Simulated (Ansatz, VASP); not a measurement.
## WS2 in VASP and in Ansatz

The input INCAR:

```
SYSTEM = WS2
PREC = Accurate ; ENCUT = 600
EDIFF = 1E-7 ; ISMEAR = 0
SIGMA = 0.01 ; LREAL = .FALSE.
LASPH = .TRUE. ; NELM = 60
ALGO = Normal ; ISIF = 3
LWAVE = .FALSE. ; LCHARG = .FALSE.
GGA = PE ; IBRION = 2
NSW = 80 ; EDIFFG = -0.001
```

File KPOINTS:

```
Automatic mesh
0
G
  12 12 2
  0 0 0
```

File POSCAR:

```
WS2
1.0
    3.1877212961      0.0000000000      0.0000000000
   -1.5938606480      2.7606476226      0.0000000000
    0.0000000000      0.0000000000     14.8563299668
W S
2 4
Direct
    0.3333333333      0.6666666667      0.2500000000
    0.6666666667      0.3333333333      0.7500000000
    0.3333333333      0.6666666667      0.6442469363
    0.6666666667      0.3333333333      0.1442469363
    0.3333333333      0.6666666667      0.8557530637
    0.6666666667      0.3333333333      0.3557530637
```

Input for Ansatz:

```yaml
crystal:
  lattice:
    - [3.1877212159, 0.0, 0.0]
    - [-1.593860608, 2.7606475532, 0.0]
    - [0.0, 0.0, 14.8563314393]
  atoms:
    - { symbol: W, position: [0.3333333333, 0.6666666667, 0.25] }
    - { symbol: W, position: [0.6666666667, 0.3333333333, 0.75] }
    - { symbol: S, position: [0.3333333333, 0.6666666667, 0.644246946] }
    - { symbol: S, position: [0.6666666667, 0.3333333333, 0.144246946] }
    - { symbol: S, position: [0.3333333333, 0.6666666667, 0.855753054] }
    - { symbol: S, position: [0.6666666667, 0.3333333333, 0.355753054] }
basis:
  ecutwfc: 420
kpoints:
  mp_grid: { grid: [12, 12, 2] }
hamiltonian:
  xc: pbe
scf:
  occupations: { method: fixed }
output:
  forces: true
  stress: true
  eigenvalues: true
relax:
  adjacent_minimum: "off"
  f_tol: 0.001
  max_steps: 60
  cell: { stress_tol: 0.01 }
```

Alike in both runs: task relaxation of cell and atoms; functional PBE; k mesh 12 × 12 × 2; no spin polarisation.

|  | VASP | Ansatz |
| --- | --- | --- |
| version | VASP 6.6.1 | Ansatz 0.2.0 |
| potentials or method | VASP PAW PBE potentials, release 64 (W_sv, S), cutoff 600 eV | scalar-relativistic, plane waves, PAW |
| occupations | gaussian, width 0.01 eV | fixed |
| valence electrons in the cell | 52 | 52 |

```tsv
	VASP	Ansatz	Ansatz less VASP
gap on the k mesh at the Fermi level, each at its own relaxed structure (eV)	1.63	1.63	0.000
relaxed volume (Å³/atom)	21.61	21.79	+0.179
relaxed cell length with the largest relative difference (Å)	14.733	14.856	+0.1233
```

Spin-orbit coupling is off throughout.
